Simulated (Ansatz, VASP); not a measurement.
TaMo4 in VASP and in Ansatz

```
CELL_PARAMETERS angstrom
6.56282 -2.24136 0.00000
6.56282 2.24136 0.00000
-0.37781 0.00000 2.75290
ATOMIC_POSITIONS crystal
Ta 0.00000 0.00000 0.50000
Mo 0.39815 0.39815 0.09429
Mo 0.60185 0.60185 0.90571
Mo 0.79895 0.79895 0.70385
Mo 0.20105 0.20105 0.29615
```

Change from the starting cell: the structure that the rattled cell fell into.

Alike in both runs: task single point; functional PBE; k mesh 4 × 4 × 6; occupations gaussian, width 0.1 eV; collinear spin.

|  | VASP | Ansatz |
| --- | --- | --- |
| version | VASP 6.6.1 | Ansatz 0.2.0 |
| potentials or method | VASP PAW PBE potentials, release 64 (Ta_pv, Mo_sv), cutoff 520 eV | scalar-relativistic, plane waves, PAW |
| valence electrons in the cell | 67 | 69 |

|  | VASP | Ansatz | Ansatz less VASP |
| --- | --- | --- | --- |
| gap on the k mesh at the Fermi level (eV) | none | none | - |
| pressure (GPa) | 0.9 | 0.5 | -0.41 |
| traceless stress, the component that is largest in VASP (GPa) | -0.85 | -0.85 | -0.003 |
| rms of the force components (eV/Å) | 0.031 | 0.030 | -0.0013 |
| net moment per atom (μB) | 0.00 | 0.00 | 0.000 |

Atom by atom the forces differ by 0.002 eV/Å (rms over components). A gap of «none» marks a metal or a gap that the smearing closes. VASP's potentials hold 67 valence electrons a cell and Ansatz's 69, so a difference there can come from the potentials and not from the codes. Ansatz's warnings: seeded moment not kept.

The k mesh is coarse, so the values compare programs but aren't converged. Spin-orbit coupling is off throughout.
